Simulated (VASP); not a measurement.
# WSe2 in VASP: a series of runs

WSe2 is run at these levels: PBE+D3(BJ); tasks: single point.

Everything below comes from runs of VASP 6.6.1. Logs are shortened: lines on timing, memory, paths and dates and some standing lists are left out, and cuts for length are marked.

## Step 1: The cell of the first run

The cell holds a slab with vacuum, 6 atoms: a = 3.285 Å, b = 3.285 Å, c = 24.239 Å, α = 90.00°, β = 90.00°, γ = 120.00°.

## Step 2: Single point, PBE+D3(BJ) (layers slid over each other)

File INCAR:

```
SYSTEM = WSe2
  ALGO = Normal
  DIPOL = 0.5 0.5 0.401
  EDIFF = 1E-6
  ENCUT = 520
  GGA = PE
  IDIPOL = 3
  ISIF = 2
  ISMEAR = 0
  IVDW = 12
  LASPH = .TRUE.
  LCHARG = .TRUE.
  LDIPOL = .TRUE.
  LELF = .TRUE.
  LREAL = .FALSE.
  LVACPOTAV = .TRUE.
  LVHAR = .TRUE.
  LWAVE = .FALSE.
  NBANDS = 35
  NELM = 100
  PREC = Accurate
  SIGMA = 0.05
```

File KPOINTS:

```
k-points
0
G
  9 9 1
  0 0 0
```

File POSCAR:

```
WSe2
1.0
    3.2854929596      0.0000000000      0.0000000000
   -1.6427464798      2.8453203669      0.0000000000
    0.0000000000      0.0000000000     24.2386467078
Se W
4 2
Direct
    0.3333333333      0.6666666667      0.1856539292
    0.3333333333      0.6666666667      0.3246601780
    0.3333333333      0.8333333333      0.4777215285
    0.3333333333      0.8333333333      0.6167277773
    0.6666666667      0.3333333333      0.2551570536
    0.0000000000      1.1666666667      0.5472246529
```

Potentials or basis: VASP PAW PBE potentials, release 64 (Se, W_sv).

Started as:

```bash
$ cat potpaw_PBE.64/Se/POTCAR potpaw_PBE.64/W_sv/POTCAR > POTCAR
$ mpirun -np 1 vasp_std > vasp.out
```

OUTCAR:

```text
SYSTEM = WSe2
   EDIFF = 1E-6
   ENCUT = 520
   GGA = PE
   ISIF = 2
   ISMEAR = 0
   IVDW = 12
   LASPH = .TRUE.
   LREAL = .FALSE.
   NELM = 100
   PREC = Accurate
 IVDW          = 12

 ion  position               nearest neighbor table
   1  0.333  0.667  0.186-   5 2.54   5 2.54   5 2.54
   2  0.333  0.667  0.325-   5 2.54   5 2.54   5 2.54
   3  0.333  0.833  0.478-   6 2.54   6 2.54   6 2.54
   4  0.333  0.833  0.617-   6 2.54   6 2.54   6 2.54
   5  0.667  0.333  0.255-   1 2.54   2 2.54   1 2.54   2 2.54   1 2.54   2 2.54
   6  0.000  0.167  0.547-   3 2.54   4 2.54   3 2.54   4 2.54   3 2.54   4 2.54

  LATTYP: Found a hexagonal cell.
 ALAT       =     3.2854929596
 C/A-ratio  =     7.3774763805

  Lattice vectors:

 A1 = (   3.2854929596,   0.0000000000,   0.0000000000)
 A2 = (  -1.6427464798,   2.8453203669,   0.0000000000)
 A3 = (   0.0000000000,   0.0000000000,  24.2386467078)

Analysis of symmetry for initial positions (statically):
=====================================================================
 Subroutine PRICEL returns:
 Original cell was already a primitive cell.

 Routine SETGRP: Setting up the symmetry group for a
 hexagonal supercell.

 Subroutine GETGRP returns: Found  2 space group operations
 (whereof  1 operations were pure point group operations)
 out of a pool of 24 trial point group operations.

The static configuration has the point symmetry C_1 .
 The point group associated with its full space group is S_2 .

Analysis of symmetry for dynamics (positions and initial velocities):
=====================================================================
 Subroutine PRICEL returns:
 Original cell was already a primitive cell.

 Routine SETGRP: Setting up the symmetry group for a
 hexagonal supercell.

 Subroutine GETGRP returns: Found  2 space group operations
 (whereof  1 operations were pure point group operations)
 out of a pool of 24 trial point group operations.

The dynamic configuration has the point symmetry C_1 .
 The point group associated with its full space group is S_2 .

 Subroutine INISYM returns: Found  2 space group operations
 (whereof  1 operations are pure point group operations),
 and found     1 'primitive' translations

----------------------------------------------------------------------------------------

                                     Primitive cell

  volume of cell :     226.5897

  direct lattice vectors                    reciprocal lattice vectors
     3.285492960  0.000000000  0.000000000     0.304368328  0.175727136  0.000000000
    -1.642746480  2.845320367  0.000000000     0.000000000  0.351454273  0.000000000
     0.000000000  0.000000000 24.238646708     0.000000000  0.000000000  0.041256429

  length of vectors
     3.285492960  3.285492960 24.238646708     0.351454273  0.351454273  0.041256429

  position of ions in fractional coordinates (direct lattice)
     0.333333333  0.666666667  0.185653929
     0.333333333  0.666666667  0.324660178
     0.333333333  0.833333333  0.477721528
     0.333333333  0.833333333  0.616727777
     0.666666667  0.333333333  0.255157054
     1.000000000  0.166666667  0.547224653

  ion indices of the primitive-cell ions
   primitive index   ion index
                 1           1
                 2           2
                 3           3
                 4           4
                 5           5
                 6           6

----------------------------------------------------------------------------------------

 KPOINTS: k-points

Automatic generation of k-mesh.
 Grid dimensions read from file:
 generate k-points for:    9    9    1

 Generating k-lattice:

  Cartesian coordinates                     Fractional coordinates (reciprocal lattice)
     0.033818703  0.019525237  0.000000000     0.111111111 -0.000000000  0.000000000
     0.000000000  0.039050475  0.000000000     0.000000000  0.111111111  0.000000000
     0.000000000  0.000000000  0.041256429     0.000000000  0.000000000  1.000000000

  Length of vectors
     0.039050475  0.039050475  0.041256429

  Shift w.r.t. Gamma in fractional coordinates (k-lattice)
     0.000000000  0.000000000  0.000000000

 Subroutine IBZKPT returns following result:
 ===========================================

 Found     41 irreducible k-points:

 Following reciprocal coordinates:
            Coordinates               Weight
  0.000000  0.000000  0.000000      1.000000
  0.111111 -0.000000  0.000000      2.000000
  0.000000  0.111111  0.000000      2.000000
 -0.111111  0.111111  0.000000      2.000000
  0.222222 -0.000000  0.000000      2.000000
  0.000000  0.222222  0.000000      2.000000
[... 16 lines left out ...]
  0.333333  0.111111  0.000000      2.000000
 -0.111111  0.444444  0.000000      2.000000
 [... further k-points ...]
   k-points           NKPTS =     41   k-points in BZ     NKDIM =     41   number of bands    NBANDS=     35
   number of dos      NEDOS =    301   number of ions     NIONS =      6
   total plane-waves  NPLWV = 103680
   dimension x,y,z NGX =    24 NGY =   24 NGZ =  180
   dimension x,y,z NGXF=    48 NGYF=   48 NGZF=  360
   ions per type =               4   2
   NGX,Y,Z   is equivalent  to a cutoff of  12.14, 12.14, 12.35 a.u.
   NGXF,Y,Z  is equivalent  to a cutoff of  24.29, 24.29, 24.69 a.u.
 SYSTEM =  WSe2
   PREC   = accura    normal or accurate (medium, high low for compatibility)
   ISTART =      0    job   : 0-new  1-cont  2-samecut
   ICHARG =      2    charge: 1-file 2-atom 10-const
   ISPIN  =      1    spin polarized calculation?
   LNONCOLLINEAR =      F non collinear calculations
   LSORBIT =      F    spin-orbit coupling
   LASPH  =      T    aspherical Exc in radial PAW
   ENCUT  =  520.0 eV  38.22 Ry    6.18 a.u.   6.11  6.11 45.07*2*pi/ulx,y,z
   NELM   =    100;   NELMIN=  2; NELMDL= -5     # of ELM steps
   EDIFF  = 0.1E-05   stopping-criterion for ELM
   LREAL  =      F    real-space projection
   EDIFFG = 0.1E-04   stopping-criterion for IOM
   NSW    =      0    number of steps for IOM
   IBRION =     -1    ionic relax: 0-MD 1-quasi-New 2-CG
   NFREE  =      0    steps in history (QN), initial steepest desc. (CG)
   ISIF   =      2    stress and relaxation
   ISYM   =      2    0-nonsym 1-usesym 2-fastsym
   POTIM  = 0.5000    time-step for ionic-motion
   TEBEG  =    0.0;   TEEND  =   0.0 temperature during run
   PSTRESS=    0.0 pullay stress
   NELECT =      52.0000    total number of electrons
   NUPDOWN=      -1.0000    fix difference up-down
   EMIN   =  10.00;   EMAX   =-10.00  energy-range for DOS
   EFERMI =   0.00;   METHOD = LEGACY
   ISMEAR =     0;   SIGMA  =   0.05  broadening in eV -4-tet -1-fermi 0-gaus
   EFERMI_NEDOS =   21; number of points for ismear=-14 and -15
   IALGO  =     38    algorithm
   IMIX   =      4    mixing-type and parameters
     AMIX     =   0.40;   BMIX     =  1.00
     AMIX_MAG =   1.60;   BMIX_MAG =  1.00
  volume/ion in A,a.u.               =      37.76       254.85
  Fermi-wavevector in a.u.,A,eV,Ry     =   1.002296  1.894064 13.668371  1.004597
  Thomas-Fermi vector in A             =   2.134774
   LORBIT       =      0    0 simple, 1 ext, 2 COOP (PROOUT), +10 PAW based schemes
   GGA     = PE    functional components
   LHFCALC =     F    Hartree Fock is set to
   AEXX    =    0.0000 exact exchange contribution
   IVDW    =    12    specifies the selected vdW correction
   LEPSILON=     F    determine dielectric tensor
   LRPA    =     F    only Hartree local field effects (RPA)
 non-spin polarized calculation
 Gauss-broadening in eV      SIGMA  =   0.05
  energy-cutoff  :      520.00
  volume of cell :      226.59
 maximum number of plane-waves:      6144
   NGX = 13   NGY = 13   NGZ = 91

 dipolmoment           0.000000      0.000000      0.000014 electrons x Angstroem

 number of electron      51.9999987 magnetization

 dipolmoment           0.000000      0.000000     -0.000002 electrons x Angstroem

 Free energy of the ion-electron system (eV)
  ---------------------------------------------------
  ext. energy  EPLUGINS =         0.00000000
  ---------------------------------------------------
  free energy    TOTEN  =       -43.19545611 eV

  energy without entropy =      -43.19545611  energy(sigma->0) =      -43.19545611

 E-fermi :   1.0806     XC(G=0):  -6.2846

 val. band max:        0.8667452757   @ k =   0.3333   0.3333   0.0000
 cond. band min:       2.4314599954   @ k =   0.3333  -0.1111   0.0000
 fundamental gap:      1.5647147197
 Fermi energy:         1.0805776007

 k-point     1 :       0.0000    0.0000    0.0000
  band No.  band energies     occupation
      1     -73.1781      2.00000
      2     -73.1781      2.00000
      3     -37.4246      2.00000
      4     -37.4246      2.00000
      5     -37.2893      2.00000
      6     -37.2893      2.00000
[... 27 lines left out ...]
     34       4.0301      0.00000
     35       5.1783      0.00000

 k-point     2 :       0.1111   -0.0000    0.0000
  band No.  band energies     occupation
      1     -73.1769      2.00000
      2     -73.1769      2.00000
      3     -37.4193      2.00000
      4     -37.4193      2.00000
      5     -37.3171      2.00000
      6     -37.3170      2.00000
[... 27 lines left out ...]
     34       4.1633      0.00000
     35       5.6000      0.00000

 k-point     3 :       0.0000    0.1111    0.0000
  band No.  band energies     occupation
      1     -73.1769      2.00000
      2     -73.1769      2.00000
      3     -37.4193      2.00000
      4     -37.4193      2.00000
      5     -37.3171      2.00000
      6     -37.3171      2.00000
[... 27 lines left out ...]
     34       4.1720      0.00000
     35       5.6004      0.00000

 k-point     4 :      -0.1111    0.1111    0.0000
  band No.  band energies     occupation
      1     -73.1769      2.00000
      2     -73.1769      2.00000
      3     -37.4193      2.00000
      4     -37.4193      2.00000
      5     -37.3170      2.00000
      6     -37.3170      2.00000
[... 27 lines left out ...]
     34       4.1679      0.00000
     35       5.6007      0.00000

 k-point     5 :       0.2222   -0.0000    0.0000
  band No.  band energies     occupation
      1     -73.1738      2.00000
      2     -73.1738      2.00000
      3     -37.4059      2.00000
      4     -37.4059      2.00000
      5     -37.3867      2.00000
      6     -37.3867      2.00000
[... 638 lines left out ...]
 k-point    22 :       0.3333   -0.1111    0.0000
  band No.  band energies     occupation
      1     -73.1715      2.00000
      2     -73.1715      2.00000
      3     -37.4315      2.00000
      4     -37.4315      2.00000
      5     -37.3957      2.00000
      6     -37.3957      2.00000
[... 27 lines left out ...]
     34       5.1173      0.00000
     35       6.8912      0.00000

 k-point    23 :       0.3333    0.1111    0.0000
  band No.  band energies     occupation
      1     -73.1686      2.00000
      2     -73.1685      2.00000
      3     -37.4905      2.00000
      4     -37.4905      2.00000
      5     -37.3831      2.00000
      6     -37.3831      2.00000
[... 27 lines left out ...]
     34       5.1641      0.00000
     35       6.3470      0.00000

 k-point    24 :      -0.1111    0.4444    0.0000
  band No.  band energies     occupation
      1     -73.1686      2.00000
      2     -73.1685      2.00000
      3     -37.4905      2.00000
      4     -37.4905      2.00000
      5     -37.3831      2.00000
      6     -37.3831      2.00000
[... 27 lines left out ...]
     34       5.1715      0.00000
     35       6.3889      0.00000

 [... further k-points ...]

------------------------ aborting loop because EDIFF is reached ----------------------------------------

 Edisp (eV)   -2.28485

 E8    (eV) :    -1.0503

  FORCE on cell =-STRESS in cart. coord.  units (eV):
  Direction    XX          YY          ZZ          XY          YZ          ZX
  --------------------------------------------------------------------------------------
  -------------------------------------------------------------------------------------
  Total       0.01114    -0.00462    -0.07171    -0.01235     0.09848    -0.04670
  in kB       0.07874    -0.03269    -0.50701    -0.08729     0.69637    -0.33018
  external pressure =       -0.15 kB  Pullay stress =        0.00 kB

 VOLUME and BASIS-vectors are now :
 -----------------------------------------------------------------------------
  energy-cutoff  :      520.00
  volume of cell :      226.59
      direct lattice vectors                 reciprocal lattice vectors
     3.285492960  0.000000000  0.000000000     0.304368328  0.175727136  0.000000000
    -1.642746480  2.845320367  0.000000000     0.000000000  0.351454273  0.000000000
     0.000000000  0.000000000 24.238646708     0.000000000  0.000000000  0.041256429

 POSITION                                       TOTAL-FORCE (eV/Angst)
 -----------------------------------------------------------------------------------
     -0.00000      1.89688      4.50000         0.000008      0.000614     -0.039838
     -0.00000      1.89688      7.86932         0.006636     -0.013558      0.076394
     -0.27379      2.37110     11.57932        -0.006636      0.013558     -0.076394
     -0.27379      2.37110     14.94865        -0.000008     -0.000614      0.039838
      1.64275      0.94844      6.18466         0.003071     -0.007698      0.021728
     -0.27379      0.47422     13.26399        -0.003071      0.007698     -0.021728
 -----------------------------------------------------------------------------------
    total drift:                                0.000000     -0.000000     -0.000049

  FREE ENERGIE OF THE ION-ELECTRON SYSTEM (eV)
  ---------------------------------------------------
  free  energy   TOTEN  =       -45.4803036002 eV

  energy  without entropy=      -45.4803036001  energy(sigma->0) =      -45.48030360

 vacuum level on the upper side and lower side of the slab         5.924         5.924
```

Run time: 11 min. Hardware: 1 thread of Intel Xeon 8259CL, shared host; peak memory 0.49 GiB.

Results:

```
Free energy                : -45.4803 eV
Largest force              : 0.078 eV/Å
Band gap on the k mesh     : 1.56 eV (least direct gap 1.66 eV)
Dispersion energy per atom : -0.381 eV
```

Forces in eV/Å, atoms in the order of the input:
```
Se   0.000  0.001 -0.040
Se   0.007 -0.014  0.076
Se  -0.007  0.014 -0.076
Se   0.000 -0.001  0.040
W    0.003 -0.008  0.022
W   -0.003  0.008 -0.022
```

Caveat: the cell differs from its parent crystal (layers slid over each other); spin-orbit coupling is left out, which moves the levels of the heavy elements.

## Step 3: Single point, PBE+D3(BJ) (layers slid over each other)

File INCAR:

```
PREC = Accurate ; ENCUT = 520
EDIFF = 1E-7 ; ISMEAR = 0
SIGMA = 0.05 ; LREAL = F
LASPH = T ; NELM = 60
ALGO = Normal ; ISIF = 2
LWAVE = F ; LCHARG = F
LDIPOL = T ; IDIPOL = 3
DIPOL = 0.5 0.5 0.401 ; GGA = PE
IVDW = 12 ; NBANDS = 35
```

File KPOINTS:

```
regular mesh
0
Gamma
  9 9 1
```

File POSCAR:

```
WSe2
1.0
    3.2854929596      0.0000000000      0.0000000000
   -1.6427464798      2.8453203669      0.0000000000
    0.0000000000      0.0000000000     24.2386467078
Se W
4 2
Direct
    0.3333333333      0.6666666667      0.1856539292
    0.3333333333      0.6666666667      0.3246601780
    0.5000000000      1.3333333333      0.4777215285
    0.5000000000      1.3333333333      0.6167277773
    0.6666666667      0.3333333333      0.2551570536
    0.1666666667      1.6666666667      0.5472246529
```

Potentials or basis: VASP PAW PBE potentials, release 64 (Se, W_sv).

Started as:

```bash
$ cat potpaw_PBE.64/Se/POTCAR potpaw_PBE.64/W_sv/POTCAR > POTCAR
$ mpirun -np 1 vasp_std > vasp.out
```

Wall time 13 min (1 thread of Intel Xeon 8259CL, shared host); peak memory 0.5 GiB.

It converged, with:

```yaml
Free_energy: -45.5035 eV
Largest_force: 0.136 eV/Å
Band_gap_on_the_k_mesh: 1.55 eV (least direct gap 1.65 eV)
Dispersion_energy_per_atom: -0.381 eV
```

Forces on the atoms (eV/Å):
```
Se   0.001  0.000 -0.039
Se  -0.010  0.004  0.135
Se   0.010 -0.004 -0.135
Se  -0.001  0.000  0.039
W   -0.007  0.002  0.034
W    0.007 -0.002 -0.034
```

Levels at points of the mesh, in eV from the valence-band top:
| k point | band 23 | band 24 | band 25 | band 26 | band 27 | band 28 | band 29 | band 30 |
| --- | --- | --- | --- | --- | --- | --- | --- | --- |
| (0.00, 0.00, 0.00) | -1.19 | -1.19 | -0.59 | -0.18 | 2.95 | 2.96 | 2.98 | 2.98 |

Caveat: the cell differs from its parent crystal (layers slid over each other); spin-orbit coupling is left out, which moves the levels of the heavy elements.

## Step 4: Single point, PBE+D3(BJ) (layers slid over each other)

File INCAR:

```
  PREC = Accurate
  ENCUT = 520
  EDIFF = 1E-7
  ISMEAR = 0
  SIGMA = 0.05
  LREAL = F
  LASPH = T
  NELM = 100
  ALGO = Normal
  ISIF = 2
  LWAVE = F
  LCHARG = F
  LDIPOL = T
  IDIPOL = 3
  DIPOL = 0.5 0.5 0.401
  GGA = PE
  IVDW = 12
  NBANDS = 35
```

File KPOINTS:

```
Automatic mesh
0
Gamma
  9 9 1
```

File POSCAR:

```
WSe2
1.0
    3.2854929596      0.0000000000      0.0000000000
   -1.6427464798      2.8453203669      0.0000000000
    0.0000000000      0.0000000000     24.2386467078
Se W
4 2
Direct
    0.3333333333      0.6666666667      0.1856539292
    0.3333333333      0.6666666667      0.3246601780
    0.8333333333      1.0000000000      0.4777215285
    0.8333333333      1.0000000000      0.6167277773
    0.6666666667      0.3333333333      0.2551570536
    0.5000000000      1.3333333333      0.5472246529
```

Started as:

```bash
$ cat potpaw_PBE.64/Se/POTCAR potpaw_PBE.64/W_sv/POTCAR > POTCAR
$ mpirun -np 1 vasp_std > vasp.out
```

Run time: 13 min. Hardware: 1 thread of Intel Xeon 8259CL, shared host; peak memory 0.5 GiB.

Results (log left out):

| Item | Value |
| --- | --- |
| Free energy | -45.4976 eV |
| Largest force | 0.120 eV/Å |
| Band gap on the k mesh | 1.57 eV (least direct gap 1.66 eV) |
| Dispersion energy per atom | -0.381 eV |

Forces in eV/Å, atoms in the order of the input:
```
Se  -0.001  0.000 -0.040
Se  -0.004 -0.005  0.120
Se   0.004  0.005 -0.120
Se   0.001  0.000  0.040
W   -0.001 -0.003  0.037
W    0.001  0.003 -0.037
```

Levels at points of the mesh, in eV from the valence-band top:
| k point | band 22 | band 23 | band 24 | band 25 | band 26 | band 27 | band 28 | band 29 | band 30 | band 31 |
| --- | --- | --- | --- | --- | --- | --- | --- | --- | --- | --- |
| (0.00, 0.00, 0.00) | -1.18 | -1.18 | -1.17 | -0.58 | -0.17 | 2.96 | 2.98 | 2.98 | 3.00 | 3.12 |

Caveat: the cell differs from its parent crystal (layers slid over each other); spin-orbit coupling is left out, which moves the levels of the heavy elements.

## Step 5: Summary

| cell | gap on the mesh (eV) | largest force (eV/Å) |
| --- | --- | --- |
| as given, atomic positions A | 1.56 | 0.08 |
| as given, atomic positions B | 1.55 | 0.14 |
| as given, atomic positions C | 1.57 | 0.12 |

Alike in all rows: task single point; level PBE+D3(BJ); potentials or basis VASP PAW PBE potentials, release 64 (Se, W_sv); no spin polarisation; k mesh 9 × 9 × 1; cutoff (eV) 520; smearing gaussian 0.05 eV.

Caveats: spin-orbit coupling is left out, which moves the levels of the heavy elements.

Total energies depend on the potentials used, so only differences within one code and one set of settings carry meaning.
